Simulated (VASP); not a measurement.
A run of VASP 6.6.1 is set up as follows.

The input INCAR:

```
SYSTEM = MnCo2N2
PREC = Accurate
ENCUT = 520
EDIFF = 1E-6
ISMEAR = 0
SIGMA = 0.1
LREAL = .False.
LASPH = .True.
NELM = 150
ALGO = Normal
ISIF = 2
LWAVE = .False.
LCHARG = .False.
ISPIN = 2
MAGMOM = 4 3 3 0 0
LORBIT = 11
LMAXMIX = 4
GGA = PE
NBANDS = 32
```

The input KPOINTS:

```
regular mesh
0
Gamma
  12 12 6
  0 0 0
```

Contents of POSCAR:

```
MnCo2N2
1.0
    2.8666413584      0.0000000000      0.0000000000
   -1.4333206792      2.4825842399      0.0000000000
    0.0000000000      0.0000000000      6.4302200453
Mn Co N
1 2 2
Direct
    0.0000000000      0.0000000000      0.5000000000
    0.6666666667      0.3333333333      0.1650376710
    0.3333333333      0.6666666667      0.8349623290
    0.6666666667      0.3333333333      0.6941665393
    0.3333333333      0.6666666667      0.3058334607
```

Potentials or basis: VASP PAW PBE potentials, release 64 (Mn_pv, Co, N).

Command:

```sh
$ cat potpaw_PBE.64/Mn_pv/POTCAR potpaw_PBE.64/Co/POTCAR potpaw_PBE.64/N/POTCAR > POTCAR
$ mpirun -np 1 vasp_std > vasp.out
```

Predict the site moments.

Mn +2.72; Co +0.38; N +0.02 μB.

Estimate the net moment.

3.56 μB per cell.

Predict the largest force.

0.028 eV/Å.

What does it give for the pressure?

0.3 GPa.

Stress tensor (GPa, compression positive):
```
0.45 0.00 0.00
0.00 0.45 0.00
0.00 0.00 0.12
```
